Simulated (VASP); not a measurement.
HfO2:

```
Hf O
1.0
    -2.00936    2.00936    5.32384
     2.00936   -2.00936    5.32384
     2.00936    2.00936   -5.32384
Hf O
2 4
Direct
  0.75000 0.25000 0.50000
  0.00000 0.00000 0.00000
  0.54829 0.04829 0.50000
  0.79829 0.79829 0.00000
  0.20171 0.20171 0.00000
  0.95171 0.45171 0.50000
```

```yaml
Program: VASP 6.6.1
Task: relaxation of cell and atoms
Functional: PBEsol
Potentials_or_basis: VASP PAW PBE potentials, release 64 (Hf_pv, O)
Cutoff: 600 eV
k_mesh: 8 × 8 × 8
Occupations: fermi-dirac, width 0.02 eV
Spin: no spin polarisation
```

At the start: pressure -7.8 GPa; volume 14.33 Å³/atom.

Where does the relaxation end?

Over 10 steps the energy falls by 14.6 meV/atom and the volume is 13.75 Å³/atom (-4.1 %); space group I4_1/amd (No. 141, to 0.1 Å) before and after.

The path:
| step | energy change (eV) | largest force (eV/Å) | pressure (GPa) | volume (Å³) |
| --- | --- | --- | --- | --- |
| 1 | 0.0000 | 0.1532 | -7.81 | 85.98 |
| 2 | 0.1462 | 0.5517 | 15.23 | 77.57 |
| 3 | -0.0863 | 0.0785 | -0.20 | 82.67 |
| 4 | -0.0864 | 0.0836 | -0.05 | 82.60 |
| 5 | -0.0870 | 0.0079 | 0.02 | 82.53 |
| 6 | -0.0870 | 0.0162 | 0.01 | 82.53 |
| 7 | -0.0873 | 0.0115 | -0.01 | 82.53 |
| 8 | -0.0876 | 0.0013 | -0.08 | 82.51 |
| 9 | -0.0876 | 0.0070 | 0.18 | 82.39 |
| 10 | -0.0876 | 0.0008 | 0.02 | 82.48 |

Final structure:
```cif
data_structure
_symmetry_space_group_name_H-M 'P 1'
_symmetry_Int_Tables_number 1
_cell_length_a 5.9356
_cell_length_b 5.9356
_cell_length_c 5.9356
_cell_angle_alpha 140.910
_cell_angle_beta 140.910
_cell_angle_gamma 56.474
_cell_volume 82.48
loop_
_atom_site_label
_atom_site_type_symbol
_atom_site_fract_x
_atom_site_fract_y
_atom_site_fract_z
_atom_site_occupancy
Hf1 Hf 0.75000 0.25000 0.50000 1
Hf2 Hf 0.00000 0.00000 0.00000 1
O1 O 0.54766 0.04766 0.50000 1
O2 O 0.79766 0.79766 0.00000 1
O3 O 0.20234 0.20234 0.00000 1
O4 O 0.95234 0.45234 0.50000 1
```

Caveat: the PAW data sets were made with another functional, which shifts forces and pressure a little.
